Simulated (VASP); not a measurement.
# Ti (Fmmm) in VASP: further runs

Runs on Ti. Level: r2SCAN. Tasks: single point.

Everything below comes from runs of VASP 6.6.1. Logs are shortened: lines on timing, memory, paths and dates and some standing lists are left out, and cuts for length are marked.

## (1) The cell of the first run

It takes space group Fmmm (No. 69, orthorhombic). The conventional cell has a = 3.969 Å, b = 4.060 Å, c = 4.151 Å, α = 90.00°, β = 90.00°, γ = 90.00°. Within 3.7 Å of Ti (site symmetry mmm) lie 12 Ti at 2.84 to 2.90 Å.

## (2) Single point, r2SCAN (strain +0.0225 x Voigt [1, -1, 0, 0, 0, 0])

Contents of POSCAR:

```
Ti
1.0
    0.0000000000      1.9843250000      2.0300000000
    2.0756750000      0.0000000000      2.0300000000
    2.0756750000      1.9843250000      0.0000000000
Ti
1
Direct
    0.0000000000      0.0000000000      0.0000000000
```

Contents of INCAR.step1:

```
SYSTEM = Ti
  PREC = Accurate
  ENCUT = 520
  ISMEAR = 0
  SIGMA = 0.15
  LREAL = .FALSE.
  LASPH = .TRUE.
  NELM = 100
  NBANDS = 12
  GGA = PE
  ALGO = Normal
  EDIFF = 1E-4
  LWAVE = .TRUE.
  LCHARG = .FALSE.
```

Contents of INCAR.step2:

```
SYSTEM = Ti
  PREC = Accurate
  ENCUT = 520
  EDIFF = 1E-7
  ISMEAR = 0
  SIGMA = 0.15
  LREAL = .FALSE.
  LASPH = .TRUE.
  NELM = 100
  ALGO = Normal
  ISIF = 2
  LWAVE = .FALSE.
  LCHARG = .FALSE.
  METAGGA = R2SCAN
  LMIXTAU = .TRUE.
  NBANDS = 12
  ISTART = 1
```

Contents of KPOINTS:

```
regular mesh
0
G
  20 20 20
  0 0 0
```

Potentials or basis: VASP PAW PBE potentials, release 64 (Ti_sv).

Command:

```bash
cat potpaw_PBE.64/Ti_sv/POTCAR > POTCAR
cp INCAR.step1 INCAR
mpirun -np 1 vasp_std > vasp.out
cp INCAR.step2 INCAR
mpirun -np 1 vasp_std > vasp.out
```

OUTCAR:

```text
SYSTEM = Ti
   PREC = Accurate
   ENCUT = 520
   EDIFF = 1E-7
   ISMEAR = 0
   LREAL = .FALSE.
   LASPH = .TRUE.
   NELM = 100
   ISIF = 2
   METAGGA = R2SCAN
   ISTART = 1

 ion  position               nearest neighbor table
   1  0.000  0.000  0.000-

  LATTYP: Found a face centered orthorhombic cell.
 ALAT       =     3.9686500000
 B/A-ratio  =     1.0230179028
 C/A-ratio  =     1.0460358056

  Lattice vectors:

 A1 = (  -2.0756750000,   0.0000000000,  -2.0300000000)
 A2 = (  -2.0756750000,   1.9843250000,   0.0000000000)
 A3 = (   0.0000000000,   1.9843250000,  -2.0300000000)

Analysis of symmetry for initial positions (statically):
=====================================================================
 Subroutine PRICEL returns:
 Original cell was already a primitive cell.

 Routine SETGRP: Setting up the symmetry group for a
 face centered orthorhombic supercell.

 Subroutine GETGRP returns: Found  8 space group operations
 (whereof  8 operations were pure point group operations)
 out of a pool of  8 trial point group operations.

The static configuration has the point symmetry D_2h.

Analysis of symmetry for dynamics (positions and initial velocities):
=====================================================================
 Subroutine PRICEL returns:
 Original cell was already a primitive cell.

 Routine SETGRP: Setting up the symmetry group for a
 face centered orthorhombic supercell.

 Subroutine GETGRP returns: Found  8 space group operations
 (whereof  8 operations were pure point group operations)
 out of a pool of  8 trial point group operations.

The dynamic configuration has the point symmetry D_2h.

 Subroutine INISYM returns: Found  8 space group operations
 (whereof  8 operations are pure point group operations),
 and found     1 'primitive' translations

----------------------------------------------------------------------------------------

                                     Primitive cell

  volume of cell :      16.7224

  direct lattice vectors                    reciprocal lattice vectors
     0.000000000  1.984325000  2.030000000    -0.240885495  0.251974853  0.246305419
     2.075675000  0.000000000  2.030000000     0.240885495 -0.251974853  0.246305419
     2.075675000  1.984325000  0.000000000     0.240885495  0.251974853 -0.246305419

  length of vectors
     2.838740162  2.903330278  2.871580124     0.426829600  0.426829600  0.426829600

  position of ions in fractional coordinates (direct lattice)
     0.000000000  0.000000000  0.000000000

  ion indices of the primitive-cell ions
   primitive index   ion index
[... 83 lines left out ...]
   PSTRESS=    0.0 pullay stress
   NELECT =      12.0000    total number of electrons
   NUPDOWN=      -1.0000    fix difference up-down
   EMIN   =  10.00;   EMAX   =-10.00  energy-range for DOS
   EFERMI =   0.00;   METHOD = LEGACY
   ISMEAR =     0;   SIGMA  =   0.15  broadening in eV -4-tet -1-fermi 0-gaus
   EFERMI_NEDOS =   21; number of points for ismear=-14 and -15
   IALGO  =     38    algorithm
   IMIX   =      4    mixing-type and parameters
     AMIX     =   0.40;   BMIX     =  1.00
     AMIX_MAG =   1.60;   BMIX_MAG =  1.00
  volume/ion in A,a.u.               =      16.72       112.85
  Fermi-wavevector in a.u.,A,eV,Ry     =   1.465669  2.769712 29.227833  2.148185
  Thomas-Fermi vector in A             =   2.581498
   LORBIT       =      0    0 simple, 1 ext, 2 COOP (PROOUT), +10 PAW based schemes
   METAGGA = R2SCAN    functional components
   LHFCALC =     F    Hartree Fock is set to
   AEXX    =    0.0000 exact exchange contribution
   IVDW    =     0    specifies the selected vdW correction
   LEPSILON=     F    determine dielectric tensor
   LRPA    =     F    only Hartree local field effects (RPA)
 non-spin polarized calculation
 Gauss-broadening in eV      SIGMA  =   0.15
  energy-cutoff  :      520.00
  volume of cell :       16.72
 maximum number of plane-waves:       465
 NGX is ok and might be reduce to    24
   NGX = 11   NGY = 11   NGZ = 11

 number of electron      12.0000003 magnetization

 Free energy of the ion-electron system (eV)
  ---------------------------------------------------
  ext. energy  EPLUGINS =         0.00000000
  ---------------------------------------------------
  free energy    TOTEN  =       -12.87581535 eV

  energy without entropy =      -12.85838704  energy(sigma->0) =      -12.86710119

 E-fermi :   8.6436     XC(G=0): -12.6069

 val. band max:        8.6428980112   @ k =   0.5000  -0.0000   0.1000
 cond. band min:       8.6441294353   @ k =  -0.3000   0.1000   0.3000
 fundamental gap:      0.0012314241
 Fermi energy:         8.6435619949

 k-point     1 :       0.0000    0.0000    0.0000
  band No.  band energies     occupation
      1     -50.3280      2.00000
      2     -25.0865      2.00000
      3     -25.0849      2.00000
      4     -25.0839      2.00000
      5       2.0930      2.00000
      6       9.4965      0.00000
      7       9.6867      0.00000
      8       9.8603      0.00000
      9      11.3713      0.00000
     10      11.7384      0.00000
     11      24.6595      0.00000
     12      29.1180      0.00000
[... 331 lines left out ...]
 k-point    24 :      -0.3500    0.0500    0.0000
  band No.  band energies     occupation
      1     -50.2009      2.00000
      2     -25.7440      2.00000
      3     -25.1972      2.00000
      4     -25.1546      2.00000
      5       5.4218      2.00000
      6       8.6261      1.13051
      7       9.5534      0.00000
      8       9.9372      0.00000
      9      12.0532      0.00000
     10      12.4822      0.00000
     11      19.4552      0.00000
     12      24.4843      0.00000

 [... further k-points ...]

------------------------ aborting loop because EDIFF is reached ----------------------------------------

  FORCE on cell =-STRESS in cart. coord.  units (eV):
  Direction    XX          YY          ZZ          XY          YZ          ZX
  --------------------------------------------------------------------------------------
  -------------------------------------------------------------------------------------
  Total        0.4352401      0.5876118      0.5083638      0.0000000      0.0000000      0.0000000
  in kB       41.7005026     56.2992872     48.7065068      0.0000000      0.0000000      0.0000000
  external PRESSURE =      48.9020989 kB  Pullay stress =       0.0000000 kB

 VOLUME and BASIS-vectors are now :
 -----------------------------------------------------------------------------
  energy-cutoff  :      520.00
  volume of cell :       16.72
      direct lattice vectors                 reciprocal lattice vectors
     0.000000000  1.984325000  2.030000000    -0.240885495  0.251974853  0.246305419
     2.075675000  0.000000000  2.030000000     0.240885495 -0.251974853  0.246305419
     2.075675000  1.984325000  0.000000000     0.240885495  0.251974853 -0.246305419

 POSITION                                       TOTAL-FORCE (eV/Angst)
 -----------------------------------------------------------------------------------
      0.00000      0.00000      0.00000         0.000000      0.000000      0.000000
 -----------------------------------------------------------------------------------
    total drift:                               -0.000000      0.000000      0.000000

  FREE ENERGIE OF THE ION-ELECTRON SYSTEM (eV)
  ---------------------------------------------------
  free  energy   TOTEN  =       -12.8758153456 eV

  energy  without entropy=      -12.8583870367  energy(sigma->0) =      -12.86710119
```

OSZICAR.step1:

```text
N       E                     dE             d eps       ncg     rms          rms(c)
DAV:   1     0.873373352539E+02    0.87337E+02   -0.65642E+03 28088   0.122E+03
DAV:   2    -0.435625519937E+01   -0.91694E+02   -0.89179E+02 28348   0.298E+02
DAV:   3    -0.863460403389E+01   -0.42783E+01   -0.42337E+01 38900   0.653E+01
DAV:   4    -0.873222821434E+01   -0.97624E-01   -0.97519E-01 31800   0.864E+00
DAV:   5    -0.873467909500E+01   -0.24509E-02   -0.24508E-02 33412   0.120E+00    0.862E+00
DAV:   6    -0.777803045299E+01    0.95665E+00   -0.19491E+00 30692   0.211E+01    0.232E+00
DAV:   7    -0.776619628574E+01    0.11834E-01   -0.10154E-01 34380   0.380E+00    0.132E+00
DAV:   8    -0.777726236929E+01   -0.11066E-01   -0.39867E-02 28792   0.249E+00    0.165E-01
DAV:   9    -0.777754326037E+01   -0.28089E-03   -0.43692E-03 35404   0.747E-01    0.909E-02
DAV:  10    -0.777759856836E+01   -0.55308E-04   -0.24644E-04 29564   0.183E-01
   1 F= -.77775986E+01 E0= -.77680130E+01  d E =-.191712E-01
```

It took 5 min on 1 thread of Intel Xeon 6975P-C (Granite Rapids), shared host; peak memory 0.34 GiB.

Results:

```
Free energy            : -12.8758 eV
Pressure               : 4.9 GPa
Band gap on the k mesh : zero (bands 6 and 7 overlap by 1.49 eV)
```

Stress tensor (GPa, compression positive):
```
4.17 0.00 0.00
0.00 5.63 0.00
0.00 0.00 4.87
```

Caveat: the cell differs from its parent crystal (strain +0.0225 x Voigt [1, -1, 0, 0, 0, 0]); the cell stands under pressure; the PAW data sets were made with another functional, which shifts forces and pressure a little.

## (3) Single point, r2SCAN (strain +0.0075 x Voigt [1, -1, 0, 0, 0, 0])

Contents of POSCAR:

```
Ti
1.0
    0.0000000000      2.0147750000      2.0300000000
    2.0452250000      0.0000000000      2.0300000000
    2.0452250000      2.0147750000      0.0000000000
Ti
1
Direct
    0.0000000000      0.0000000000      0.0000000000
```

Contents of INCAR.step1:

```
PREC = Accurate
ENCUT = 520
ISMEAR = 0
SIGMA = 0.15
LREAL = False
LASPH = True
NELM = 100
NBANDS = 12
GGA = PE
ALGO = Normal
EDIFF = 1E-4
LWAVE = True
LCHARG = False
```

Contents of INCAR.step2:

```
PREC = Accurate
ENCUT = 520
EDIFF = 1E-6
ISMEAR = 0
SIGMA = 0.15
LREAL = False
LASPH = True
NELM = 100
ALGO = Normal
ISIF = 2
LWAVE = False
LCHARG = False
METAGGA = R2SCAN
LMIXTAU = True
NBANDS = 12
ISTART = 1
```

Contents of KPOINTS:

```
regular mesh
0
Gamma
  20 20 20
```

Potentials or basis: VASP PAW PBE potentials, release 64 (Ti_sv).

Command:

```bash
cat potpaw_PBE.64/Ti_sv/POTCAR > POTCAR
cp INCAR.step1 INCAR
mpirun -np 1 vasp_std > vasp.out
cp INCAR.step2 INCAR
mpirun -np 1 vasp_std > vasp.out
```

It took 4.3 min on 1 thread of Intel Xeon 6975P-C (Granite Rapids), shared host; peak memory 0.33 GiB.

The run converged. Its results:

```yaml
Free_energy: -12.8776 eV
Pressure: 4.8 GPa
Band_gap_on_the_k_mesh: zero (bands 6 and 7 overlap by 1.46 eV)
```

Stress tensor (GPa, compression positive):
```
4.59 0.00 0.00
0.00 5.11 0.00
0.00 0.00 4.84
```

Levels at points of the mesh, in eV from the Fermi level:
```tsv
k point	band 4	band 5	band 6	band 7	band 8	band 9
(0.00, 0.00, 0.00)	-33.73	-6.55	0.97	1.03	1.09	2.86
(0.50, 0.00, 0.00)	-33.82	-2.80	0.55	0.88	1.01	3.98
(0.50, 0.50, 0.00)	-33.99	-2.79	-1.88	2.99	4.06	4.21
(0.50, 0.00, 0.50)	-34.01	-2.79	-1.91	3.15	4.06	4.24
(0.00, 0.50, 0.50)	-33.99	-2.79	-1.86	2.84	4.07	4.23
```

Caveat: the cell differs from its parent crystal (strain +0.0075 x Voigt [1, -1, 0, 0, 0, 0]); the cell stands under pressure; the PAW data sets were made with another functional, which shifts forces and pressure a little.
